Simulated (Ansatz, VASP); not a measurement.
ZnS: VASP beside Ansatz

INCAR

```
PREC = Accurate
ENCUT = 600
EDIFF = 1E-6
ISMEAR = 1
SIGMA = 0.01
LREAL = False
LASPH = True
NELM = 80
ALGO = Normal
ISIF = 3
LWAVE = False
LCHARG = False
GGA = PS
IBRION = 2
NSW = 80
EDIFFG = -0.005
```

KPOINTS

```
regular mesh
0
Gamma
  6 6 4
```

The input POSCAR:

```
ZnS
1.0
    3.8110000000      0.0000000000      0.0000000000
   -1.9055000000      3.3004200000      0.0000000000
    0.0000000000      0.0000000000      6.2340000000
Zn S
2 2
Direct
    0.3333333333      0.6666666667      0.0000000000
    0.6666666667      0.3333333333      0.5000000000
    0.3333333333      0.6666666667      0.3850000000
    0.6666666667      0.3333333333      0.8850000000
```

Input for Ansatz:

```yaml
crystal:
  lattice:
    - [3.811, 0.0, 0.0]
    - [-1.9055, 3.30042, 0.0]
    - [0.0, 0.0, 6.234]
  atoms:
    - { symbol: Zn, position: [0.3333333333333333, 0.6666666666666666, 0.0] }
    - { symbol: Zn, position: [0.6666666666666666, 0.3333333333333333, 0.5] }
    - { symbol: S, position: [0.3333333333333333, 0.6666666666666666, 0.385] }
    - { symbol: S, position: [0.6666666666666666, 0.3333333333333333, 0.885] }
basis:
  ecutwfc: 421.77648681281397
kpoints:
  mp_grid:
    grid: [6, 6, 4]
hamiltonian:
  xc: pbesol
  dispersion: none
scf:
  occupations:
    method: cold
    width: 0.01
relax:
  f_tol: 0.005
  cell: {}
```

Alike in both runs: task relaxation of cell and atoms; functional PBEsol; k mesh 6 × 6 × 4; no spin polarisation.

|  | VASP | Ansatz |
| --- | --- | --- |
| version | VASP 6.6.1 | Ansatz 0.2.0 |
| potentials or method | VASP PAW PBE potentials, release 64 (Zn, S), cutoff 600 eV | plane waves, PAW |
| occupations | methfessel-paxton of order 1, width 0.01 eV | cold, width 0.01 eV |
| valence electrons in the cell | 36 | 36 |

|  | VASP | Ansatz | Ansatz less VASP |
| --- | --- | --- | --- |
| relaxed volume (Å³/atom) | 19.27 | 19.23 | -0.047 |
| relaxed cell length with the largest relative difference (Å) | 3.786 | 3.782 | -0.0035 |

VASP's potentials were made for PBE, not for PBEsol.
